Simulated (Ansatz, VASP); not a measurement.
TiB2 in VASP and in Ansatz

The input INCAR:

```
SYSTEM = TiB2
PREC     = Accurate       ! precision mode
ENCUT    = 520            ! plane-wave cutoff, eV
EDIFF    = 1E-6           ! SCF threshold, eV
ISMEAR   = -1             ! smearing method
SIGMA    = 0.05           ! smearing width, eV
LREAL    = .FALSE.        ! projectors in reciprocal space
LASPH    = .TRUE.         ! aspherical terms in the spheres
NELM     = 100            ! most SCF steps
ALGO     = Normal         ! electronic algorithm
ISIF     = 2              ! what is computed and relaxed
LWAVE    = .FALSE.        ! write WAVECAR
LCHARG   = .TRUE.         ! write CHGCAR
GGA      = RP             ! functional
LELF     = .TRUE.         ! ELF
LVHAR    = .TRUE.       
NBANDS   = 16             ! bands
```

The input KPOINTS:

```
Automatic mesh
0
G
  6 6 5
  0 0 0
```

File POSCAR:

```
TiB2
1.0
    3.0292000000      0.0000000000      0.0000000000
   -1.5146000000      2.6233641531      0.0000000000
    0.0000000000      0.0000000000      3.2284000000
Ti B
1 2
Direct
    0.0000000000      0.0000000000      0.0000000000
    0.6666666667      0.3333333333      0.5000000000
    0.3333333333      0.6666666667      0.5000000000
```

The input input.yaml:

```yaml
crystal:
  lattice:
    - [3.0292, 0.0, 0.0]
    - [-1.5146, 2.6233641531, 0.0]
    - [0.0, 0.0, 3.2284]
  atoms:
    - { symbol: Ti, position: [0.0, 0.0, 0.0] }
    - { symbol: B, position: [0.6666666667, 0.3333333333, 0.5] }
    - { symbol: B, position: [0.3333333333, 0.6666666667, 0.5] }
hamiltonian:
  xc: rpbe
  pseudopotentials: { kind: paw }
kpoints:
  mp_grid: { grid: [6, 6, 5] }
scf:
  occupations: { method: fermi_dirac, width: 0.05 }
  n_extra_bands: 7
output:
  forces: true
  stress: true
  eigenvalues: true
  dos: { projected: true, de: 0.05, nscf_kmesh: { grid: [9, 9, 8] } }
```

Alike in both runs: functional RPBE; k mesh 6 × 6 × 5; occupations fermi-dirac, width 0.05 eV; no spin polarisation.

|  | VASP | Ansatz |
| --- | --- | --- |
| version | VASP 6.6.1 | Ansatz 0.2.0 |
| potentials or method | VASP PAW PBE potentials, release 64 (Ti_sv, B) | Ansatz PAW |
| plane-wave cutoff (eV) | 520 | 420 |
| valence electrons in the cell | 18 | 18 |
| task | single point | projected density of states |

```tsv
	VASP	Ansatz	Ansatz less VASP
gap on the k mesh at the Fermi level (eV)	none	none	-
pressure (GPa)	5.2	5.1	-0.13
traceless stress, the component that is largest in VASP (GPa)	-2.42	-2.45	-0.026
```

VASP's potentials were made for PBE, not for RPBE. A gap of «none» marks a metal or a gap that the smearing closes. The functional is the same, so the differences come from potentials, cutoffs and numerics.

The k mesh is coarse, so the values compare programs but aren't converged.
